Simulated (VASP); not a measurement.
Input of a VASP 6.6.1 run:

The input INCAR:

```
ALGO = Fast
EDIFF = 1E-6
ENCUT = 520
GGA = PS
ISIF = 2
ISMEAR = 0
LASPH = True
LCHARG = False
LREAL = False
LWAVE = False
NBANDS = 17
NELM = 60
PREC = Accurate
SIGMA = 0.1
```

Contents of KPOINTS:

```
k-points
0
Gamma
  8 8 6
```

File POSCAR:

```
Ca
1.0
    1.9878187586     -3.4190848339     -0.0145372383
    1.9343703722      3.3880549926      0.0336219715
    0.0315086931      0.0461602981      6.4572989861
Ca
2
Direct
    0.8297857549      0.1571558904      0.2517191276
    0.1718631564      0.8350194344      0.7524883686
```

Potentials or basis: VASP PAW PBE potentials, release 64 (Ca_sv).

Run with:

```sh
$ cat potpaw_PBE.64/Ca_sv/POTCAR > POTCAR
$ mpirun -np 1 vasp_std > vasp.out
```

Problem. Predict the band gap on the k mesh.

Solution. Zero (bands 10 and 11 overlap by 0.51 eV).

Problem. Estimate the largest force.

Solution. 0.007 eV/Å.

Problem. What does it give for the pressure?

Solution. -0.9 GPa.

Forces on the atoms (eV/Å):
```
Ca  -0.001  0.001  0.007
Ca   0.001 -0.001 -0.007
```

Caveat: the PAW data sets were made with another functional, which shifts forces and pressure a little.
